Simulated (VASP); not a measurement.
# ZrS (Fm-3m) in VASP: single point with PBEsol

Aim: the single point of ZrS with PBEsol.

All numbers are computed with VASP 6.6.1; they aren't measurements. Logs are shortened: lines on timing, memory, paths and dates and some standing lists are left out, and cuts for length are marked.

## 1. The cell of the first run

The structure is cubic, space group Fm-3m (No. 225). The conventional cell has a = 5.169 Å, b = 5.169 Å, c = 5.169 Å, α = 90.00°, β = 90.00°, γ = 90.00°. Zr (site symmetry m-3m) has 6 S at 2.58 Å within 3.4 Å. S (site symmetry m-3m) has 6 Zr at 2.58 Å within 3.4 Å.

## 2. Single point, PBEsol

Contents of INCAR:

```
  PREC = Accurate
  ENCUT = 500
  EDIFF = 1E-6
  ISMEAR = -1
  SIGMA = 0.15
  LREAL = False
  LASPH = True
  NELM = 120
  ALGO = Normal
  ISIF = 2
  LWAVE = False
  LCHARG = False
  GGA = PS
  NBANDS = 16
  GGA_COMPAT = False
```

Contents of KPOINTS:

```
Automatic mesh
0
Gamma
  7 7 7
```

Contents of POSCAR:

```
ZrS
1.0
    0.0000000000      2.5844661896      2.5844661896
    2.5844661896      0.0000000000      2.5844661896
    2.5844661896      2.5844661896      0.0000000000
Zr S
1 1
Direct
    0.0000000000      0.0000000000      0.0000000000
    0.5000000000      0.5000000000      0.5000000000
```

Potentials or basis: VASP PAW PBE potentials, release 64 (Zr_sv, S).

Started as:

```bash
$ cat potpaw_PBE.64/Zr_sv/POTCAR potpaw_PBE.64/S/POTCAR > POTCAR
$ mpirun -np 1 vasp_std > vasp.out
```

OUTCAR:

```text
PREC = Accurate
   ENCUT = 500
   EDIFF = 1E-6
   ISMEAR = -1
   LREAL = False
   LASPH = True
   NELM = 120
   ISIF = 2
   GGA = PS

 ion  position               nearest neighbor table
   1  0.000  0.000  0.000-   2 2.58   2 2.58   2 2.58   2 2.58   2 2.58   2 2.58
   2  0.500  0.500  0.500-   1 2.58   1 2.58   1 2.58   1 2.58   1 2.58   1 2.58

  LATTYP: Found a face centered cubic cell.
 ALAT       =     5.1689323792

  Lattice vectors:

 A1 = (   0.0000000000,   2.5844661896,   2.5844661896)
 A2 = (   2.5844661896,   0.0000000000,   2.5844661896)
 A3 = (   2.5844661896,   2.5844661896,   0.0000000000)

Analysis of symmetry for initial positions (statically):
=====================================================================
 Subroutine PRICEL returns:
 Original cell was already a primitive cell.

 Routine SETGRP: Setting up the symmetry group for a
 face centered cubic supercell.

 Subroutine GETGRP returns: Found 48 space group operations
 (whereof 48 operations were pure point group operations)
 out of a pool of 48 trial point group operations.

The static configuration has the point symmetry O_h .

Analysis of symmetry for dynamics (positions and initial velocities):
=====================================================================
 Subroutine PRICEL returns:
 Original cell was already a primitive cell.

 Routine SETGRP: Setting up the symmetry group for a
 face centered cubic supercell.

 Subroutine GETGRP returns: Found 48 space group operations
 (whereof 48 operations were pure point group operations)
 out of a pool of 48 trial point group operations.

The dynamic configuration has the point symmetry O_h .

 Subroutine INISYM returns: Found 48 space group operations
 (whereof 48 operations are pure point group operations),
 and found     1 'primitive' translations

----------------------------------------------------------------------------------------

                                     Primitive cell

  volume of cell :      34.5257

  direct lattice vectors                    reciprocal lattice vectors
     0.000000000  2.584466190  2.584466190    -0.193463548  0.193463548  0.193463548
     2.584466190  0.000000000  2.584466190     0.193463548 -0.193463548  0.193463548
     2.584466190  2.584466190  0.000000000     0.193463548  0.193463548 -0.193463548

  length of vectors
     3.654987137  3.654987137  3.654987137     0.335088695  0.335088695  0.335088695

  position of ions in fractional coordinates (direct lattice)
     0.000000000  0.000000000  0.000000000
     0.500000000  0.500000000  0.500000000

  ion indices of the primitive-cell ions
   primitive index   ion index
                 1           1
                 2           2

----------------------------------------------------------------------------------------

 KPOINTS: Automatic mesh

Automatic generation of k-mesh.
 Grid dimensions read from file:
 generate k-points for:    7    7    7

 Generating k-lattice:

  Cartesian coordinates                     Fractional coordinates (reciprocal lattice)
    -0.027637650  0.027637650  0.027637650     0.142857143  0.000000000  0.000000000
     0.027637650 -0.027637650  0.027637650     0.000000000  0.142857143  0.000000000
     0.027637650  0.027637650 -0.027637650     0.000000000  0.000000000  0.142857143

  Length of vectors
     0.047869814  0.047869814  0.047869814

  Shift w.r.t. Gamma in fractional coordinates (k-lattice)
     0.000000000  0.000000000  0.000000000

 Subroutine IBZKPT returns following result:
 ===========================================

 Found     20 irreducible k-points:

 Following reciprocal coordinates:
            Coordinates               Weight
  0.000000  0.000000  0.000000      1.000000
  0.142857  0.000000  0.000000      8.000000
  0.285714  0.000000  0.000000      8.000000
  0.428571  0.000000  0.000000      8.000000
  0.142857  0.142857  0.000000      6.000000
  0.285714  0.142857  0.000000     24.000000
[... 12 lines left out ...]
 -0.428571  0.428571  0.142857     24.000000
 -0.285714  0.428571  0.142857     24.000000
   k-points           NKPTS =     20   k-points in BZ     NKDIM =     20   number of bands    NBANDS=     16
   number of dos      NEDOS =    301   number of ions     NIONS =      2
   total plane-waves  NPLWV =  21952
   dimension x,y,z NGX =    28 NGY =   28 NGZ =   28
   dimension x,y,z NGXF=    56 NGYF=   56 NGZF=   56
   ions per type =               1   1
   NGX,Y,Z   is equivalent  to a cutoff of  12.74, 12.74, 12.74 a.u.
   NGXF,Y,Z  is equivalent  to a cutoff of  25.47, 25.47, 25.47 a.u.
 SYSTEM =  unknown system
   PREC   = accura    normal or accurate (medium, high low for compatibility)
   ISTART =      0    job   : 0-new  1-cont  2-samecut
   ICHARG =      2    charge: 1-file 2-atom 10-const
   ISPIN  =      1    spin polarized calculation?
   LNONCOLLINEAR =      F non collinear calculations
   LSORBIT =      F    spin-orbit coupling
   LASPH  =      T    aspherical Exc in radial PAW
   ENCUT  =  500.0 eV  36.75 Ry    6.06 a.u.   6.66  6.66  6.66*2*pi/ulx,y,z
   NELM   =    120;   NELMIN=  2; NELMDL= -5     # of ELM steps
   EDIFF  = 0.1E-05   stopping-criterion for ELM
   LREAL  =      F    real-space projection
   EDIFFG = 0.1E-04   stopping-criterion for IOM
   NSW    =      0    number of steps for IOM
   IBRION =     -1    ionic relax: 0-MD 1-quasi-New 2-CG
   NFREE  =      0    steps in history (QN), initial steepest desc. (CG)
   ISIF   =      2    stress and relaxation
   ISYM   =      2    0-nonsym 1-usesym 2-fastsym
   POTIM  = 0.5000    time-step for ionic-motion
   TEBEG  =    0.0;   TEEND  =   0.0 temperature during run
   PSTRESS=    0.0 pullay stress
   NELECT =      18.0000    total number of electrons
   NUPDOWN=      -1.0000    fix difference up-down
   EMIN   =  10.00;   EMAX   =-10.00  energy-range for DOS
   EFERMI =   0.00;   METHOD = LEGACY
   ISMEAR =    -1;   SIGMA  =   0.15  broadening in eV -4-tet -1-fermi 0-gaus
   EFERMI_NEDOS =   21; number of points for ismear=-14 and -15
   IALGO  =     38    algorithm
   IMIX   =      4    mixing-type and parameters
     AMIX     =   0.40;   BMIX     =  1.00
     AMIX_MAG =   1.60;   BMIX_MAG =  1.00
  volume/ion in A,a.u.               =      17.26       116.50
  Fermi-wavevector in a.u.,A,eV,Ry     =   1.317604  2.489910 23.620796  1.736080
  Thomas-Fermi vector in A             =   2.447633
   LORBIT       =      0    0 simple, 1 ext, 2 COOP (PROOUT), +10 PAW based schemes
   GGA     = PS    functional components
   LHFCALC =     F    Hartree Fock is set to
   AEXX    =    0.0000 exact exchange contribution
   IVDW    =     0    specifies the selected vdW correction
   LEPSILON=     F    determine dielectric tensor
   LRPA    =     F    only Hartree local field effects (RPA)
 non-spin polarized calculation
  energy-cutoff  :      500.00
  volume of cell :       34.53
 maximum number of plane-waves:       893
   NGX = 13   NGY = 13   NGZ = 13

 number of electron      17.9999999 magnetization

 Free energy of the ion-electron system (eV)
  ---------------------------------------------------
  ext. energy  EPLUGINS =         0.00000000
  ---------------------------------------------------
  free energy    TOTEN  =       -16.56697947 eV

  energy without entropy =      -16.47673591  energy(sigma->0) =      -16.52185769

 E-fermi :  11.1270     XC(G=0): -11.6867

 val. band max:       10.9919036241   @ k =   0.1429   0.1429   0.0000
 cond. band min:      11.1659739106   @ k =   0.2857   0.2857   0.0000
 fundamental gap:      0.1740702865
 Fermi energy:        11.1270362178

 k-point     1 :       0.0000    0.0000    0.0000
  band No.  band energies     occupation
      1     -38.6045      2.00000
      2     -16.6025      2.00000
      3     -16.6025      2.00000
      4     -16.6025      2.00000
      5      -4.8377      2.00000
      6       7.6748      2.00000
[... 8 lines left out ...]
     15      18.3223      0.00000
     16      23.9845      0.00000

 k-point     2 :       0.1429    0.0000    0.0000
  band No.  band energies     occupation
      1     -38.5982      2.00000
      2     -16.6862      2.00000
      3     -16.6095      2.00000
      4     -16.6095      2.00000
      5      -4.5580      2.00000
      6       6.3421      2.00000
[... 8 lines left out ...]
     15      19.1474      0.00000
     16      22.5300      0.00000

 k-point     3 :       0.2857    0.0000    0.0000
  band No.  band energies     occupation
      1     -38.5841      2.00000
      2     -16.8673      2.00000
      3     -16.6250      2.00000
      4     -16.6250      2.00000
      5      -3.8672      2.00000
      6       4.4124      2.00000
[... 8 lines left out ...]
     15      19.5460      0.00000
     16      20.2880      0.00000

 k-point     4 :       0.4286    0.0000    0.0000
  band No.  band energies     occupation
      1     -38.5727      2.00000
      2     -17.0064      2.00000
      3     -16.6374      2.00000
      4     -16.6374      2.00000
      5      -3.2084      2.00000
      6       3.1182      2.00000
[... 8 lines left out ...]
     15      17.9004      0.00000
     16      17.9004      0.00000
[... 248 lines left out ...]
 k-point    18 :      -0.4286    0.2857    0.1429
  band No.  band energies     occupation
      1     -38.5658      2.00000
      2     -16.9261      2.00000
      3     -16.7547      2.00000
      4     -16.6795      2.00000
      5      -3.4472      2.00000
      6       3.8982      2.00000
[... 8 lines left out ...]
     15      18.5937      0.00000
     16      19.1738      0.00000

 k-point    19 :      -0.4286    0.4286    0.1429
  band No.  band energies     occupation
      1     -38.5623      2.00000
      2     -16.8981      2.00000
      3     -16.7639      2.00000
      4     -16.7302      2.00000
      5      -3.7099      2.00000
      6       4.6487      2.00000
[... 8 lines left out ...]
     15      18.8882      0.00000
     16      20.5349      0.00000

 k-point    20 :      -0.2857    0.4286    0.1429
  band No.  band energies     occupation
      1     -38.5613      2.00000
      2     -16.8467      2.00000
      3     -16.8435      2.00000
      4     -16.7216      2.00000
      5      -3.5652      2.00000
      6       4.6069      2.00000
[... 8 lines left out ...]
     15      19.1000      0.00000
     16      19.6159      0.00000

------------------------ aborting loop because EDIFF is reached ----------------------------------------

  FORCE on cell =-STRESS in cart. coord.  units (eV):
  Direction    XX          YY          ZZ          XY          YZ          ZX
  --------------------------------------------------------------------------------------
  -------------------------------------------------------------------------------------
  Total        0.0523858      0.0523858      0.0523858      0.0000000      0.0000000     -0.0000000
  in kB        2.4309797      2.4309797      2.4309797      0.0000000      0.0000000     -0.0000000
  external PRESSURE =       2.4309797 kB  Pullay stress =       0.0000000 kB

 VOLUME and BASIS-vectors are now :
 -----------------------------------------------------------------------------
  energy-cutoff  :      500.00
  volume of cell :       34.53
      direct lattice vectors                 reciprocal lattice vectors
     0.000000000  2.584466190  2.584466190    -0.193463548  0.193463548  0.193463548
     2.584466190  0.000000000  2.584466190     0.193463548 -0.193463548  0.193463548
     2.584466190  2.584466190  0.000000000     0.193463548  0.193463548 -0.193463548

 POSITION                                       TOTAL-FORCE (eV/Angst)
 -----------------------------------------------------------------------------------
      0.00000      0.00000      0.00000         0.000000      0.000000      0.000000
      2.58447      2.58447      2.58447        -0.000000     -0.000000     -0.000000
 -----------------------------------------------------------------------------------
    total drift:                                0.000000      0.000000      0.000000

  FREE ENERGIE OF THE ION-ELECTRON SYSTEM (eV)
  ---------------------------------------------------
  free  energy   TOTEN  =       -16.5669794741 eV

  energy  without entropy=      -16.4767359138  energy(sigma->0) =      -16.52185769
```

It took 13 s on 1 thread of Intel Xeon Platinum 8488C (Sapphire Rapids), shared host; peak memory 0.15 GiB.

What came out:

| Quantity | Value |
| --- | --- |
| Free energy | -16.5670 eV |
| Pressure | 0.2 GPa |
| Band gap on the k mesh | zero (bands 9 and 10 overlap by 2.48 eV) |

Caveat: the PAW data sets were made with another functional, which shifts forces and pressure a little.
